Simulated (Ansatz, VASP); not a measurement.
**KTaO3: VASP beside Ansatz**

```
CELL_PARAMETERS angstrom
4.08801 0.00000 0.00000
0.00000 4.08801 0.00000
0.00000 0.00000 3.88859
ATOMIC_POSITIONS crystal
K 0.50000 0.50000 0.50000
Ta 0.00000 0.00000 0.00000
O 0.50000 0.00000 0.00000
O 0.00000 0.50000 0.00000
O 0.00000 0.00000 0.50000
```

Change from the starting cell: strain +0.025 along x and y, -0.025 along z, atoms carried along.

Alike in both runs: task single point; functional r2SCAN; k mesh 6 × 6 × 6; occupations gaussian, width 0.05 eV; no spin polarisation.

|  | VASP | Ansatz |
| --- | --- | --- |
| version | VASP 6.6.1 | Ansatz 0.2.0 |
| potentials or method | VASP PAW PBE potentials, release 64 (K_sv, Ta_pv, O), cutoff 520 eV | scalar-relativistic, plane waves, PAW |
| valence electrons in the cell | 38 | 40 |

|  | VASP | Ansatz | Ansatz less VASP |
| --- | --- | --- | --- |
| gap on the k mesh at the Fermi level (eV) | 2.43 | 2.46 | +0.028 |
| least direct gap on the mesh (eV) | 3.09 | 3.11 | +0.022 |
| pressure (GPa) | -2.7 | -3.6 | -0.85 |
| traceless stress, the component that is largest in VASP (GPa) | 12.64 | 12.43 | -0.205 |

VASP's potentials were made for PBE, not for r2SCAN. VASP's potentials hold 38 valence electrons a cell and Ansatz's 40, so a difference there can come from the potentials and not from the codes.

Spin-orbit coupling is off throughout.
